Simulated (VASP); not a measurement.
# VSi2 (P6_222) in VASP: notebook, part 2 of 2

VASP 6.6.1. Earlier steps stand in the parts before.

## Step 3: Single point, PBE, collinear spin, ferromagnetic start

This run uses another cell than the first one, of 12.50 Å³/atom, 0.979 times its volume.

INCAR reads:

```
SYSTEM = VSi2
PREC = Accurate
ENCUT = 520
EDIFF = 1E-7
ISMEAR = 0
SIGMA = 0.1
LREAL = .False.
LASPH = .True.
NELM = 150
ALGO = Normal
ISIF = 2
LWAVE = .False.
LCHARG = .False.
ISPIN = 2
MAGMOM = 2 2 2 0 0 0 0 0 0
LORBIT = 11
LMAXMIX = 4
GGA = PE
NBANDS = 46
```

KPOINTS reads:

```
Automatic mesh
0
Gamma
  6 6 4
  0 0 0
```

POSCAR reads:

```
VSi2
1.0
    4.5347995798      0.0000000000      0.0000000000
   -2.2673997899      3.9272516372      0.0000000000
    0.0000000000      0.0000000000      6.3189006300
V Si
3 6
Direct
    0.0000000000      0.5000000000      0.1666666700
    0.5000000000      0.5000000000      0.8333333300
    0.5000000000      0.0000000000      0.5000000000
    0.8375067800      0.6750135500      0.5000000000
    0.1624932300      0.8375067800      0.8333333300
    0.6750135500      0.8375067800      0.1666666700
    0.1624932200      0.3249864500      0.5000000000
    0.8375067800      0.1624932200      0.8333333300
    0.3249864500      0.1624932300      0.1666666700
```

Potentials or basis: VASP PAW PBE potentials, release 64 (V_sv, Si).

Run with:

```bash
cat potpaw_PBE.64/V_sv/POTCAR potpaw_PBE.64/Si/POTCAR > POTCAR
mpirun -np 1 vasp_std > vasp.out
```

OUTCAR:

```text
SYSTEM = VSi2
   PREC = Accurate
   ENCUT = 520
   EDIFF = 1E-7
   ISMEAR = 0
   LREAL = .False.
   LASPH = .True.
   NELM = 150
   ISIF = 2
   ISPIN = 2
   LORBIT = 11
   GGA = PE

 ion  position               nearest neighbor table
   1  0.000  0.500  0.167-   4 2.49   7 2.49   5 2.49   8 2.49   9 2.60   6 2.60   6 2.60   9 2.60
                             6 2.65   9 2.65
   2  0.500  0.500  0.833-   4 2.49   7 2.49   9 2.49   6 2.49   5 2.60   8 2.60   8 2.60   5 2.60
                             5 2.65   8 2.65
   3  0.500  0.000  0.500-   5 2.49   6 2.49   9 2.49   8 2.49   7 2.60   4 2.60   7 2.60   4 2.60
                             7 2.65   4 2.65
   4  0.838  0.675  0.500-   5 2.46   6 2.46   1 2.49   2 2.49   7 2.55   3 2.60   3 2.60   3 2.65
                             7 2.65   7 2.65   8 3.05   9 3.05   9 3.14   8 3.14
   5  0.162  0.838  0.833-   4 2.46   9 2.46   3 2.49   1 2.49   8 2.55   2 2.60   2 2.60   2 2.65
                             8 2.65   8 2.65   7 3.05   6 3.05   7 3.14   6 3.14
   6  0.675  0.838  0.167-   4 2.46   8 2.46   3 2.49   2 2.49   9 2.55   1 2.60   1 2.60   1 2.65
                             9 2.65   9 2.65   7 3.05   5 3.05   7 3.14   5 3.14
   7  0.162  0.325  0.500-   8 2.46   9 2.46   1 2.49   2 2.49   4 2.55   3 2.60   3 2.60   3 2.65
                             4 2.65   4 2.65   6 3.05   5 3.05   5 3.14   6 3.14
   8  0.838  0.162  0.833-   7 2.46   6 2.46   3 2.49   1 2.49   5 2.55   2 2.60   2 2.60   2 2.65
[... 2179 lines left out ...]

 POSITION                                       TOTAL-FORCE (eV/Angst)
 -----------------------------------------------------------------------------------
     -1.13370      1.96363      1.05315        -0.000000     -0.000000      0.000000
      1.13370      1.96363      5.26575        -0.000000     -0.000000     -0.000000
      2.26740      0.00000      3.15945        -0.000000     -0.000000      0.000000
      2.26740      2.65095      3.15945        -0.000000     -0.081245      0.000000
     -1.16209      3.28910      5.26575         0.070360     -0.040623      0.000000
      1.16209      3.28910      1.05315        -0.070360     -0.040623      0.000000
     -0.00000      1.27630      3.15945        -0.000000      0.081245      0.000000
      3.42949      0.63815      5.26575        -0.070360      0.040623      0.000000
      1.10531      0.63815      1.05315         0.070360      0.040623     -0.000000
 -----------------------------------------------------------------------------------
    total drift:                                0.000000      0.000003      0.000050

  FREE ENERGIE OF THE ION-ELECTRON SYSTEM (eV)
  ---------------------------------------------------
  free  energy   TOTEN  =       -63.8682061199 eV

  energy  without entropy=      -63.8363297101  energy(sigma->0) =      -63.85226791

 total charge

# of ion       s       p       d       tot
------------------------------------------
    1        2.238   6.238   3.257  11.732
    2        2.238   6.238   3.257  11.732
    3        2.238   6.238   3.257  11.732
    4        0.752   0.901   0.000   1.653
    5        0.752   0.901   0.000   1.653
    6        0.752   0.901   0.000   1.653
    7        0.752   0.901   0.000   1.653
    8        0.752   0.901   0.000   1.653
    9        0.752   0.901   0.000   1.653
--------------------------------------------------
tot         11.227  24.119   9.771  45.117

 magnetization (x)

# of ion       s       p       d       tot
------------------------------------------
    1        0.000  -0.000   0.000   0.000
    2        0.000  -0.000   0.000   0.000
    3        0.000  -0.000   0.000   0.000
    4       -0.000  -0.000   0.000  -0.000
    5       -0.000  -0.000   0.000  -0.000
    6       -0.000  -0.000   0.000  -0.000
    7       -0.000  -0.000   0.000  -0.000
    8       -0.000  -0.000   0.000  -0.000
    9       -0.000  -0.000   0.000  -0.000
--------------------------------------------------
tot         -0.000  -0.000   0.000   0.000
```

OSZICAR:

```text
N       E                     dE             d eps       ncg     rms          rms(c)
DAV:   1     0.688936431035E+03    0.68894E+03   -0.32983E+04  4144   0.137E+03
DAV:   2    -0.252157404771E+02   -0.71415E+03   -0.68528E+03  3978   0.428E+02
DAV:   3    -0.684373243518E+02   -0.43222E+02   -0.41710E+02  4910   0.104E+02
[... 12 lines left out ...]
DAV:  16    -0.638682036605E+02   -0.69302E-05   -0.12987E-05  4744   0.167E-02    0.846E-03
DAV:  17    -0.638682050017E+02   -0.13411E-05   -0.18796E-06  4546   0.593E-03    0.552E-03
DAV:  18    -0.638682055772E+02   -0.57551E-06   -0.41055E-07  3956   0.317E-03    0.363E-03
DAV:  19    -0.638682060718E+02   -0.49459E-06   -0.10115E-06  4412   0.489E-03    0.128E-03
DAV:  20    -0.638682061199E+02   -0.48128E-07   -0.85300E-08  2412   0.167E-03
   1 F= -.63868206E+02 E0= -.63852268E+02  d E =-.318764E-01  mag=     0.0002
```

Wall time 4.6 min (1 thread of Oxide Virtual Turin-like, shared host); peak memory 0.32 GiB.

Results:

* Free energy: -63.8682 eV
* Pressure: 3.9 GPa
* Largest force: 0.081 eV/Å
* Net moment: 0.00 μB per cell
* Valence electrons inside the program's atomic spheres: V 11.73; Si 1.65

Forces in eV/Å, atoms in the order of the input:
```
V    0.000  0.000  0.000
V    0.000  0.000  0.000
V    0.000  0.000  0.000
Si   0.000 -0.081  0.000
Si   0.070 -0.041  0.000
Si  -0.070 -0.041  0.000
Si   0.000  0.081  0.000
Si  -0.070  0.041  0.000
Si   0.070  0.041  0.000
```

Stress tensor (GPa, compression positive):
```
3.48 0.00 0.00
0.00 3.48 0.00
0.00 0.00 4.84
```
